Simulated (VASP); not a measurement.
# TaBi (rocksalt type) (Fm-3m) in VASP: a series of runs, part 3 of 3

VASP 6.6.1.

### 5 Single point, LDA

This run uses another cell than the first one, of 23.17 Å³/atom, 1.053 times its volume.

INCAR

```
ALGO = Normal
EDIFF = 1E-6
ENCUT = 520
GGA = CA
ISIF = 2
ISMEAR = -1
LASPH = True
LCHARG = False
LREAL = False
LWAVE = False
NBANDS = 20
NELM = 60
PREC = Accurate
SIGMA = 0.08
```

KPOINTS

```
k-points
0
Gamma
  11 11 11
```

POSCAR

```
TaBi
1.0
    0.0000000000      2.8506994206      2.8506994206
    2.8506994206      0.0000000000      2.8506994206
    2.8506994206      2.8506994206      0.0000000000
Ta Bi
1 1
Direct
    0.0000000000      0.0000000000      0.0000000000
    0.5000000000      0.5000000000      0.5000000000
```

Potentials or basis: VASP PAW LDA potentials, release 64 (Ta_pv, Bi_d).

Run with:

```bash
$ cat potpaw_LDA.64/Ta_pv/POTCAR potpaw_LDA.64/Bi_d/POTCAR > POTCAR
$ mpirun -np 1 vasp_std > vasp.out
```

OUTCAR:

```text
EDIFF = 1E-6
   ENCUT = 520
   GGA = CA
   ISIF = 2
   ISMEAR = -1
   LASPH = True
   LREAL = False
   NELM = 60
   PREC = Accurate

 ion  position               nearest neighbor table
   1  0.000  0.000  0.000-   2 2.85   2 2.85   2 2.85   2 2.85   2 2.85   2 2.85
   2  0.500  0.500  0.500-   1 2.85   1 2.85   1 2.85   1 2.85   1 2.85   1 2.85

  LATTYP: Found a face centered cubic cell.
 ALAT       =     5.7013988412

  Lattice vectors:

 A1 = (   0.0000000000,   2.8506994206,   2.8506994206)
 A2 = (   2.8506994206,   0.0000000000,   2.8506994206)
 A3 = (   2.8506994206,   2.8506994206,   0.0000000000)

Analysis of symmetry for initial positions (statically):
=====================================================================
 Subroutine PRICEL returns:
 Original cell was already a primitive cell.

 Routine SETGRP: Setting up the symmetry group for a
 face centered cubic supercell.

 Subroutine GETGRP returns: Found 48 space group operations
 (whereof 48 operations were pure point group operations)
 out of a pool of 48 trial point group operations.

The static configuration has the point symmetry O_h .

Analysis of symmetry for dynamics (positions and initial velocities):
=====================================================================
 Subroutine PRICEL returns:
 Original cell was already a primitive cell.

 Routine SETGRP: Setting up the symmetry group for a
 face centered cubic supercell.

 Subroutine GETGRP returns: Found 48 space group operations
 (whereof 48 operations were pure point group operations)
 out of a pool of 48 trial point group operations.

The dynamic configuration has the point symmetry O_h .

 Subroutine INISYM returns: Found 48 space group operations
 (whereof 48 operations are pure point group operations),
 and found     1 'primitive' translations

----------------------------------------------------------------------------------------

                                     Primitive cell

  volume of cell :      46.3323

  direct lattice vectors                    reciprocal lattice vectors
     0.000000000  2.850699421  2.850699421    -0.175395553  0.175395553  0.175395553
     2.850699421  0.000000000  2.850699421     0.175395553 -0.175395553  0.175395553
     2.850699421  2.850699421  0.000000000     0.175395553  0.175395553 -0.175395553

  length of vectors
     4.031497783  4.031497783  4.031497783     0.303794008  0.303794008  0.303794008

  position of ions in fractional coordinates (direct lattice)
     0.000000000  0.000000000  0.000000000
     0.500000000  0.500000000  0.500000000

  ion indices of the primitive-cell ions
   primitive index   ion index
                 1           1
                 2           2

----------------------------------------------------------------------------------------

 KPOINTS: k-points

Automatic generation of k-mesh.
 Grid dimensions read from file:
 generate k-points for:   11   11   11

 Generating k-lattice:

  Cartesian coordinates                     Fractional coordinates (reciprocal lattice)
    -0.015945050  0.015945050  0.015945050     0.090909091  0.000000000  0.000000000
     0.015945050 -0.015945050  0.015945050     0.000000000  0.090909091  0.000000000
     0.015945050  0.015945050 -0.015945050     0.000000000  0.000000000  0.090909091

  Length of vectors
     0.027617637  0.027617637  0.027617637

  Shift w.r.t. Gamma in fractional coordinates (k-lattice)
     0.000000000  0.000000000  0.000000000

 Subroutine IBZKPT returns following result:
 ===========================================

 Found     56 irreducible k-points:

 Following reciprocal coordinates:
            Coordinates               Weight
  0.000000  0.000000  0.000000      1.000000
  0.090909  0.000000  0.000000      8.000000
  0.181818  0.000000  0.000000      8.000000
  0.272727  0.000000  0.000000      8.000000
  0.363636  0.000000  0.000000      8.000000
  0.454545  0.000000  0.000000      8.000000
[... 16 lines left out ...]
 -0.272727  0.181818  0.000000     24.000000
 -0.181818  0.181818  0.000000     12.000000
 [... further k-points ...]
   k-points           NKPTS =     56   k-points in BZ     NKDIM =     56   number of bands    NBANDS=     20
   number of dos      NEDOS =    301   number of ions     NIONS =      2
   total plane-waves  NPLWV =  27000
   dimension x,y,z NGX =    30 NGY =   30 NGZ =   30
   dimension x,y,z NGXF=    60 NGYF=   60 NGZF=   60
   ions per type =               1   1
   NGX,Y,Z   is equivalent  to a cutoff of  12.37, 12.37, 12.37 a.u.
   NGXF,Y,Z  is equivalent  to a cutoff of  24.74, 24.74, 24.74 a.u.
 SYSTEM =  unknown system
   PREC   = accura    normal or accurate (medium, high low for compatibility)
   ISTART =      0    job   : 0-new  1-cont  2-samecut
   ICHARG =      2    charge: 1-file 2-atom 10-const
   ISPIN  =      1    spin polarized calculation?
   LNONCOLLINEAR =      F non collinear calculations
   LSORBIT =      F    spin-orbit coupling
   LASPH  =      T    aspherical Exc in radial PAW
   ENCUT  =  520.0 eV  38.22 Ry    6.18 a.u.   7.50  7.50  7.50*2*pi/ulx,y,z
   NELM   =     60;   NELMIN=  2; NELMDL= -5     # of ELM steps
   EDIFF  = 0.1E-05   stopping-criterion for ELM
   LREAL  =      F    real-space projection
   EDIFFG = 0.1E-04   stopping-criterion for IOM
   NSW    =      0    number of steps for IOM
   IBRION =     -1    ionic relax: 0-MD 1-quasi-New 2-CG
   NFREE  =      0    steps in history (QN), initial steepest desc. (CG)
   ISIF   =      2    stress and relaxation
   ISYM   =      2    0-nonsym 1-usesym 2-fastsym
   POTIM  = 0.5000    time-step for ionic-motion
   TEBEG  =    0.0;   TEEND  =   0.0 temperature during run
   PSTRESS=    0.0 pullay stress
   NELECT =      26.0000    total number of electrons
   NUPDOWN=      -1.0000    fix difference up-down
   EMIN   =  10.00;   EMAX   =-10.00  energy-range for DOS
   EFERMI =   0.00;   METHOD = LEGACY
   ISMEAR =    -1;   SIGMA  =   0.08  broadening in eV -4-tet -1-fermi 0-gaus
   EFERMI_NEDOS =   21; number of points for ismear=-14 and -15
   IALGO  =     38    algorithm
   IMIX   =      4    mixing-type and parameters
     AMIX     =   0.40;   BMIX     =  1.00
     AMIX_MAG =   1.60;   BMIX_MAG =  1.00
  volume/ion in A,a.u.               =      23.17       156.33
  Fermi-wavevector in a.u.,A,eV,Ry     =   1.350324  2.551742 24.808507  1.823374
  Thomas-Fermi vector in A             =   2.477838
   LORBIT       =      0    0 simple, 1 ext, 2 COOP (PROOUT), +10 PAW based schemes
   GGA     = CA    functional components
   LHFCALC =     F    Hartree Fock is set to
   AEXX    =    0.0000 exact exchange contribution
   IVDW    =     0    specifies the selected vdW correction
   LEPSILON=     F    determine dielectric tensor
   LRPA    =     F    only Hartree local field effects (RPA)
 non-spin polarized calculation
  energy-cutoff  :      520.00
  volume of cell :       46.33
 maximum number of plane-waves:      1267
 NGX is ok and might be reduce to    30
   NGX = 15   NGY = 15   NGZ = 15

 number of electron      25.9999993 magnetization

 Free energy of the ion-electron system (eV)
  ---------------------------------------------------
  ext. energy  EPLUGINS =         0.00000000
  ---------------------------------------------------
  free energy    TOTEN  =       -15.33600022 eV

  energy without entropy =      -15.28535221  energy(sigma->0) =      -15.31067621

 E-fermi :   8.2146     XC(G=0): -11.6653

 val. band max:        8.1945794092   @ k =   0.4545   0.0909   0.0000
 cond. band min:       8.2201673698   @ k =  -0.2727   0.2727   0.0000
 fundamental gap:      0.0255879606
 Fermi energy:         8.2146336240

 k-point     1 :       0.0000    0.0000    0.0000
  band No.  band energies     occupation
      1     -26.9917      2.00000
      2     -26.9917      2.00000
      3     -26.9917      2.00000
      4     -14.9540      2.00000
      5     -14.9540      2.00000
      6     -14.8399      2.00000
[... 12 lines left out ...]
     19      14.1823      0.00000
     20      18.6408      0.00000

 k-point     2 :       0.0909    0.0000    0.0000
  band No.  band energies     occupation
      1     -26.9961      2.00000
      2     -26.9930      2.00000
      3     -26.9930      2.00000
      4     -14.9486      2.00000
      5     -14.9486      2.00000
      6     -14.8384      2.00000
[... 498 lines left out ...]
 k-point    24 :      -0.1818    0.1818    0.0000
  band No.  band energies     occupation
      1     -27.0243      2.00000
      2     -27.0032      2.00000
      3     -27.0032      2.00000
      4     -14.9311      2.00000
      5     -14.9004      2.00000
      6     -14.8293      2.00000
[... 12 lines left out ...]
     19      15.5405      0.00000
     20      15.9898      0.00000

 [... further k-points ...]
[... 5 lines left out ...]
  --------------------------------------------------------------------------------------
  -------------------------------------------------------------------------------------
  Total        0.0810052      0.0810052      0.0810052     -0.0000000     -0.0000000     -0.0000000
  in kB        2.8011688      2.8011688      2.8011688     -0.0000000     -0.0000000     -0.0000000
  external PRESSURE =       2.8011688 kB  Pullay stress =       0.0000000 kB

 VOLUME and BASIS-vectors are now :
 -----------------------------------------------------------------------------
  energy-cutoff  :      520.00
  volume of cell :       46.33
      direct lattice vectors                 reciprocal lattice vectors
     0.000000000  2.850699421  2.850699421    -0.175395553  0.175395553  0.175395553
     2.850699421  0.000000000  2.850699421     0.175395553 -0.175395553  0.175395553
     2.850699421  2.850699421  0.000000000     0.175395553  0.175395553 -0.175395553

 POSITION                                       TOTAL-FORCE (eV/Angst)
 -----------------------------------------------------------------------------------
      0.00000      0.00000      0.00000         0.000000     -0.000000     -0.000000
      2.85070      2.85070      2.85070        -0.000000      0.000000      0.000000
 -----------------------------------------------------------------------------------
    total drift:                                0.000000      0.000000      0.000000

  FREE ENERGIE OF THE ION-ELECTRON SYSTEM (eV)
  ---------------------------------------------------
  free  energy   TOTEN  =       -15.3360002161 eV

  energy  without entropy=      -15.2853522067  energy(sigma->0) =      -15.31067621
```

OSZICAR:

```text
N       E                     dE             d eps       ncg     rms          rms(c)
DAV:   1     0.241535162814E+03    0.24154E+03   -0.14237E+04  2244   0.153E+03
DAV:   2    -0.960589268774E+00   -0.24250E+03   -0.23723E+03  2284   0.413E+02
DAV:   3    -0.155879882016E+02   -0.14627E+02   -0.14337E+02  2788   0.104E+02
DAV:   4    -0.159925739509E+02   -0.40459E+00   -0.40132E+00  2580   0.172E+01
DAV:   5    -0.160079306136E+02   -0.15357E-01   -0.15353E-01  2996   0.336E+00    0.993E+00
DAV:   6    -0.153745469597E+02    0.63338E+00   -0.16492E+00  2568   0.718E+00    0.364E+00
DAV:   7    -0.153431559163E+02    0.31391E-01   -0.10883E-01  2752   0.320E+00    0.171E+00
DAV:   8    -0.153364565822E+02    0.66993E-02   -0.16846E-02  2708   0.147E+00    0.168E-01
DAV:   9    -0.153360472547E+02    0.40933E-03   -0.22886E-03  2700   0.577E-01    0.109E-01
DAV:  10    -0.153360001859E+02    0.47069E-04   -0.15025E-04  2808   0.104E-01    0.165E-02
DAV:  11    -0.153360002161E+02   -0.30225E-07   -0.72991E-06  2840   0.248E-02
   1 F= -.15336000E+02 E0= -.15310676E+02  d E =-.506480E-01
```

Run time: 33 s. Hardware: 1 thread of Intel Xeon Platinum 8259CL at 2.50GHz (Skylake/Cascade Lake), shared host; peak memory 0.18 GiB.

Results:

* Free energy: -15.3360 eV
* Pressure: 0.3 GPa
* Band gap on the k mesh: zero (band 13 reaches 8.53 eV, above the bottom of band 14 at 7.49 eV)

Caveat: spin-orbit coupling is left out, which moves the levels of the heavy elements.

### 6 The runs side by side

| cell | smearing | gap on the mesh (eV) | pressure (GPa) |
| --- | --- | --- | --- |
| a = 3.963 Å, angles 60.0°, 2 atoms | fermi-dirac 0.08 eV | none | 7.1 |
| a = 3.963 Å, angles 60.0°, 2 atoms | methfessel-paxton 0.05 eV | none | 7.0 |
| a = 4.031 Å, angles 60.0°, 2 atoms | fermi-dirac 0.08 eV | none | 0.3 |

Alike in all rows: task single point; level LDA; potentials or basis VASP PAW LDA potentials, release 64 (Ta_pv, Bi_d); no spin polarisation; k mesh 11 × 11 × 11; cutoff (eV) 520.

Caveats: spin-orbit coupling is left out, which moves the levels of the heavy elements.

Absolute energies hang on the potentials; compare differences alone.
